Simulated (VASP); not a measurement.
Write the native input for VASP 6.6.1 that does the following.

```
Task                   : relaxation of cell and atoms
Functional             : PBE
Potentials or basis    : VASP PAW PBE potentials, release 64 (Ta_pv, Si)
Cutoff                 : 600 eV
k mesh                 : 10 × 10 × 10
Occupations            : fermi-dirac, width 0.08 eV
Spin                   : no spin polarisation
Dipole correction      : no
Further INCAR settings : ALGO = Normal; EDIFF = 1e-06; IBRION = 2; EDIFFG = -0.005; NSW = 100; ISIF = 3
```

The structure of TaSi (zincblende type) lies in POSCAR:

```
TaSi
1.0
    0.0000000000      2.9681763070      2.9681763070
    2.9681763070      0.0000000000      2.9681763070
    2.9681763070      2.9681763070      0.0000000000
Ta Si
1 1
Direct
    0.0000000000      0.0000000000      0.0000000000
    0.2500000000      0.2500000000      0.2500000000
```

The input as run:

INCAR

```
SYSTEM = TaSi
ALGO = Normal ; EDIFF = 1E-6
EDIFFG = -0.005 ; ENCUT = 600
GGA = PE ; IBRION = 2
ISIF = 3 ; ISMEAR = -1
LASPH = .True. ; LCHARG = .False.
LREAL = .False. ; LWAVE = .False.
NELM = 100 ; NSW = 100
PREC = Accurate ; SIGMA = 0.08
```

KPOINTS

```
k-points
0
Gamma
  10 10 10
  0 0 0
```

Potentials or basis: VASP PAW PBE potentials, release 64 (Ta_pv, Si).

Command:

```sh
$ cat potpaw_PBE.64/Ta_pv/POTCAR potpaw_PBE.64/Si/POTCAR > POTCAR
$ mpirun -np 1 vasp_std > vasp.out
```

It gave:

| Property | Result |
| --- | --- |
| Relaxed volume | 24.03 Å³/atom |
| Relaxed cell | a = 4.081 Å, b = 4.081 Å, c = 4.081 Å, α = 60.00°, β = 60.00°, γ = 60.00° |
| Space group after relaxing (to 0.1 Å) | F-43m (No. 216) |
| Energy gained by relaxing | 47.6 meV/atom |
| Ionic steps | 6 |
| Pressure after relaxing | 0.0 GPa |
| Band gap on the k mesh | zero (an odd number of electrons rules out a gap without spin polarisation) |

Caveat: spin-orbit coupling is left out, which moves the levels of the heavy elements.

Wall time 3.4 min on 1 thread of Intel Xeon 8259CL, with other jobs on the host, peak memory 0.23 GiB.
